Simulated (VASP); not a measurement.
# BN (F-43m) in VASP: settings compared

BN is run at these levels: PBE, PBEsol, LDA; tasks: vibrations by perturbation theory, elastic constants, dielectric tensor.

Program: VASP 6.6.1. These are calculated values, not measurements. Logs are shortened: lines on timing, memory, paths and dates and some standing lists are left out, and cuts for length are marked.

### 1 The cell of the first run

The structure is cubic, space group F-43m (No. 216). The conventional cell has a = 3.626 Å, b = 3.626 Å, c = 3.626 Å, α = 90.00°, β = 90.00°, γ = 90.00°. N (site symmetry -43m) has 4 B at 1.57 Å within 2.1 Å. Within 2.1 Å of B (site symmetry -43m) lie 4 N at 1.57 Å.

### 2 Vibrations by perturbation theory, PBE

INCAR reads:

```
SYSTEM = BN
  PREC = Accurate
  ENCUT = 520
  EDIFF = 1E-8
  ISMEAR = -1
  SIGMA = 0.05
  LREAL = .False.
  LASPH = .True.
  NELM = 80
  ALGO = Normal
  ISIF = 2
  LWAVE = .False.
  LCHARG = .False.
  GGA = PE
  IBRION = 8
  NSW = 1
```

KPOINTS reads:

```
Automatic mesh
0
Gamma
  10 10 10
  0 0 0
```

POSCAR reads:

```
BN
1.0
    0.0000000000      1.8130010000      1.8130010000
    1.8130010000      0.0000000000      1.8130010000
    1.8130010000      1.8130010000      0.0000000000
N B
1 1
Direct
    0.2500000000      0.2500000000      0.2500000000
    0.0000000000      0.0000000000      0.0000000000
```

Potentials or basis: VASP PAW PBE potentials, release 64 (N, B).

Started as:

```sh
cat potpaw_PBE.64/N/POTCAR potpaw_PBE.64/B/POTCAR > POTCAR
mpirun -np 1 vasp_std > vasp.out
```

OUTCAR:

```text
SYSTEM = BN
   PREC = Accurate
   ENCUT = 520
   EDIFF = 1E-8
   ISMEAR = -1
   LREAL = .False.
   LASPH = .True.
   NELM = 80
   ISIF = 2
   GGA = PE
   IBRION = 8
   NSW = 1

 ion  position               nearest neighbor table
   1  0.250  0.250  0.250-   2 1.57   2 1.57   2 1.57   2 1.57
   2  0.000  0.000  0.000-   1 1.57   1 1.57   1 1.57   1 1.57

  LATTYP: Found a face centered cubic cell.
 ALAT       =     3.6260020000

  Lattice vectors:

 A1 = (   0.0000000000,   1.8130010000,   1.8130010000)
 A2 = (   1.8130010000,   0.0000000000,   1.8130010000)
 A3 = (   1.8130010000,   1.8130010000,   0.0000000000)

Analysis of symmetry for initial positions (statically):
=====================================================================
 Subroutine PRICEL returns:
 Original cell was already a primitive cell.

 Routine SETGRP: Setting up the symmetry group for a
 face centered cubic supercell.

 Subroutine GETGRP returns: Found 24 space group operations
 (whereof 24 operations were pure point group operations)
 out of a pool of 48 trial point group operations.

The static configuration has the point symmetry T_d .

Analysis of symmetry for dynamics (positions and initial velocities):
=====================================================================
 Subroutine PRICEL returns:
 Original cell was already a primitive cell.

 Routine SETGRP: Setting up the symmetry group for a
 face centered cubic supercell.

 Subroutine GETGRP returns: Found 24 space group operations
 (whereof 24 operations were pure point group operations)
 out of a pool of 48 trial point group operations.

The dynamic configuration has the point symmetry T_d .

 Subroutine INISYM returns: Found 24 space group operations
 (whereof 24 operations are pure point group operations),
 and found     1 'primitive' translations

----------------------------------------------------------------------------------------

                                     Primitive cell

  volume of cell :      11.9186

  direct lattice vectors                    reciprocal lattice vectors
     0.000000000  1.813001000  1.813001000    -0.275785838  0.275785838  0.275785838
     1.813001000  0.000000000  1.813001000     0.275785838 -0.275785838  0.275785838
     1.813001000  1.813001000  0.000000000     0.275785838  0.275785838 -0.275785838

  length of vectors
     2.563970603  2.563970603  2.563970603     0.477675083  0.477675083  0.477675083

  position of ions in fractional coordinates (direct lattice)
     0.250000000  0.250000000  0.250000000
     0.000000000  0.000000000  0.000000000

  ion indices of the primitive-cell ions
   primitive index   ion index
                 1           1
                 2           2

----------------------------------------------------------------------------------------

 KPOINTS: Automatic mesh

Automatic generation of k-mesh.
 Grid dimensions read from file:
 generate k-points for:   10   10   10

 Generating k-lattice:

  Cartesian coordinates                     Fractional coordinates (reciprocal lattice)
    -0.027578584  0.027578584  0.027578584     0.100000000  0.000000000  0.000000000
     0.027578584 -0.027578584  0.027578584     0.000000000  0.100000000  0.000000000
     0.027578584  0.027578584 -0.027578584     0.000000000  0.000000000  0.100000000

  Length of vectors
     0.047767508  0.047767508  0.047767508

[... 78 lines left out ...]
   GGA     = PE    functional components
   LHFCALC =     F    Hartree Fock is set to
   AEXX    =    0.0000 exact exchange contribution
   IVDW    =     0    specifies the selected vdW correction
   LEPSILON=     F    determine dielectric tensor
   LRPA    =     F    only Hartree local field effects (RPA)
 non-spin polarized calculation
  energy-cutoff  :      520.00
  volume of cell :       11.92
 maximum number of plane-waves:       332
   NGX =  9   NGY =  9   NGZ =  9

--------------------------------------- Ionic step        1  -------------------------------------------

 number of electron       7.9999999 magnetization

 Free energy of the ion-electron system (eV)
  ---------------------------------------------------
  ext. energy  EPLUGINS =         0.00000000
  ---------------------------------------------------
  free energy    TOTEN  =       -17.45099428 eV

  energy without entropy =      -17.45099428  energy(sigma->0) =      -17.45099428

 E-fermi :   8.2017     XC(G=0): -12.7770

 val. band max:        7.2911164208   @ k =   0.0000   0.0000   0.0000
 cond. band min:      11.7407438865   @ k =   0.5000   0.5000   0.0000
 fundamental gap:      4.4496274657
 Fermi energy:         8.2016714991

 k-point     1 :       0.0000    0.0000    0.0000
  band No.  band energies     occupation
      1     -12.8363      2.00000
      2       7.2911      2.00000
      3       7.2911      2.00000
      4       7.2911      2.00000
      5      16.0675      0.00000
      6      16.0675      0.00000
      7      16.0675      0.00000
      8      17.4926      0.00000
[... 243 lines left out ...]
 k-point    24 :       0.4000    0.3000    0.0000
  band No.  band energies     occupation
      1      -9.0947      2.00000
      2       0.5505      2.00000
      3       2.8195      2.00000
      4       3.2567      2.00000
      5      13.3646      0.00000
      6      17.8686      0.00000
      7      22.6513      0.00000
      8      22.7560      0.00000

 [... further k-points ...]

------------------------ aborting loop because EDIFF is reached ----------------------------------------

  FORCE on cell =-STRESS in cart. coord.  units (eV):
  Direction    XX          YY          ZZ          XY          YZ          ZX
  --------------------------------------------------------------------------------------
  -------------------------------------------------------------------------------------
  Total       -0.0126769     -0.0126769     -0.0126769      0.0000000      0.0000000      0.0000000
  in kB       -1.7041125     -1.7041125     -1.7041125      0.0000000      0.0000000      0.0000000
  external PRESSURE =      -1.7041125 kB  Pullay stress =       0.0000000 kB

 VOLUME and BASIS-vectors are now :
 -----------------------------------------------------------------------------
  energy-cutoff  :      520.00
  volume of cell :       11.92
      direct lattice vectors                 reciprocal lattice vectors
     0.000000000  1.813001000  1.813001000    -0.275785838  0.275785838  0.275785838
     1.813001000  0.000000000  1.813001000     0.275785838 -0.275785838  0.275785838
     1.813001000  1.813001000  0.000000000     0.275785838  0.275785838 -0.275785838

 POSITION                                       TOTAL-FORCE (eV/Angst)
 -----------------------------------------------------------------------------------
      0.90650      0.90650      0.90650         0.000000      0.000000      0.000000
      0.00000      0.00000      0.00000        -0.000000     -0.000000     -0.000000
 -----------------------------------------------------------------------------------
    total drift:                                0.000000      0.000000      0.000000

  FREE ENERGIE OF THE ION-ELECTRON SYSTEM (eV)
  ---------------------------------------------------
  free  energy   TOTEN  =       -17.4509942841 eV

  energy  without entropy=      -17.4509942840  energy(sigma->0) =      -17.45099428

[... ionic steps 2 to 3 ...]

--------------------------------------- Ionic step        4  -------------------------------------------

------------------------ aborting loop because EDIFF is reached ----------------------------------------

[... ionic steps 5 to 6 ...]

--------------------------------------- Ionic step        7  -------------------------------------------

 Free energy of the ion-electron system (eV)
  ---------------------------------------------------
  ---------------------------------------------------
  free energy    TOTEN  =        -0.03582096 eV

  energy without entropy =       -0.03582096

------------------------ aborting loop because EDIFF is reached ----------------------------------------

 INTERNAL STRAIN TENSOR  FOR ION    2  DIRECTION 1   (eV/Angst):
 -----------------------------------------------------------------------------
     0.01261  0.00000  0.00000
     0.00000 -0.00608  1.22582
     0.00000  1.22582 -0.00608

 INTERNAL STRAIN TENSOR FOR ION    2 for displacements in x,y,z  (eV/Angst):
          X           Y           Z          XY          YZ          ZX
  --------------------------------------------------------------------------------
  x    -0.00000     0.00000     0.00000     0.00000     1.22582     0.00000
  y     0.00000    -0.00000     0.00000     0.00000     0.00000     1.22582
  z     0.00000     0.00000    -0.00000     1.22582     0.00000     0.00000

 SECOND DERIVATIVES (NOT SYMMETRIZED)
 ------------------------------------
               1X          1Y          1Z          2X          2Y          2Z
  1X   -23.705503    0.000000    0.000000   23.705503    0.000000    0.000000
  1Y     0.000000  -23.705503    0.000000    0.000000   23.705503    0.000000
  1Z     0.000000    0.000000  -23.705503    0.000000    0.000000   23.705503
  2X    23.703363    0.000000    0.000000  -23.703363    0.000000    0.000000
  2Y     0.000000   23.703363    0.000000    0.000000  -23.703363    0.000000
  2Z     0.000000    0.000000   23.703363    0.000000    0.000000  -23.703363

 Eigenvectors and eigenvalues of the dynamical matrix
 ----------------------------------------------------

   1 f  =   30.816455 THz   193.625496 2PiTHz 1027.926287 cm-1   127.446559 meV
             X         Y         Z           dx          dy          dz
      0.906501  0.906501  0.906501     0.000000    0.660105    0.000000
      0.000000  0.000000  0.000000     0.000000   -0.751173    0.000000
[... 21 lines left out ...]
   6 f/i=    0.000690 THz     0.004335 2PiTHz    0.023011 cm-1     0.002853 meV
             X         Y         Z           dx          dy          dz
      0.906501  0.906501  0.906501     0.000000    0.000000    0.751173
      0.000000  0.000000  0.000000     0.000000    0.000000    0.660105

--------------------------------------------------------------------------------------------------------

 ELASTIC MODULI CONTR FROM IONIC RELAXATION (kBar)
 Direction    XX          YY          ZZ          XY          YZ          ZX
 --------------------------------------------------------------------------------
 XX          -0.0000      0.0000      0.0000     -0.0000      0.0000      0.0000
 YY           0.0000     -0.0000      0.0000     -0.0000     -0.0000     -0.0000
 ZZ           0.0000      0.0000     -0.0000      0.0000     -0.0000      0.0000
 XY          -0.0000     -0.0000      0.0000     -9.8364      0.0000      0.0000
 YZ           0.0000     -0.0000     -0.0000      0.0000     -9.8364      0.0000
 ZX           0.0000     -0.0000      0.0000      0.0000      0.0000     -9.8364
 --------------------------------------------------------------------------------
```

Wall time 72 s (1 thread of AMD EPYC 7R43 (Zen 3), shared host); peak memory 0.12 GiB.

Results:

```
Highest phonon frequency at Γ, LO-TO splitting left out : 1028 cm⁻¹
```

Phonon frequencies in cm⁻¹ (negative: imaginary):
| q point | frequencies |
| --- | --- |
| (0.000, 0.000, 0.000) | 0 0 0 1028 1028 1028 |

### 3 Elastic constants, PBEsol

INCAR reads:

```
ALGO = Normal
EDIFF = 1E-8
ENCUT = 600
GGA = PS
IBRION = 6
ISIF = 3
ISMEAR = -1
LASPH = T
LCHARG = F
LREAL = F
LWAVE = F
NELM = 100
NFREE = 2
NSW = 1
POTIM = 0.015
PREC = Accurate
SIGMA = 0.05
```

KPOINTS reads:

```
k-points
0
Gamma
  10 10 10
```

POSCAR is that of step 2.

Potentials or basis: VASP PAW PBE potentials, release 64 (N, B).

Started as:

```sh
cat potpaw_PBE.64/N/POTCAR potpaw_PBE.64/B/POTCAR > POTCAR
mpirun -np 1 vasp_std > vasp.out
```

Run time: 3 min. Hardware: 1 thread of Intel Xeon Platinum 8375C at 2.90GHz (Ice Lake), shared host; peak memory 0.19 GiB.

Results (log left out):

```
Elastic constants C11, C12, C44                         : 770, 171, 440 GPa
Voigt bulk modulus                                      : 371 GPa
Highest phonon frequency at Γ, LO-TO splitting left out : 1029 cm⁻¹
```

Phonon frequencies in cm⁻¹ (negative: imaginary):
| q point | frequencies |
| --- | --- |
| (0.000, 0.000, 0.000) | 0 0 0 1029 1029 1029 |

Elastic tensor in Voigt notation (GPa, in the Cartesian axes of the cell as first typed):
```
770 171 171   0   0   0
171 770 171   0   0   0
171 171 770   0   0   0
  0   0   0 440   0   0
  0   0   0   0 440   0
  0   0   0   0   0 440
```

Clamped-ion elastic tensor (GPa):
```
770 171 171   0   0   0
171 770 171   0   0   0
171 171 770   0   0   0
  0   0   0 442   0   0
  0   0   0   0 442   0
  0   0   0   0   0 442
```

Caveat: the cell is under stress, which shifts elastic constants; the PAW data sets were made with another functional, which shifts forces and pressure a little.

(Continued in part 2 of 2.)
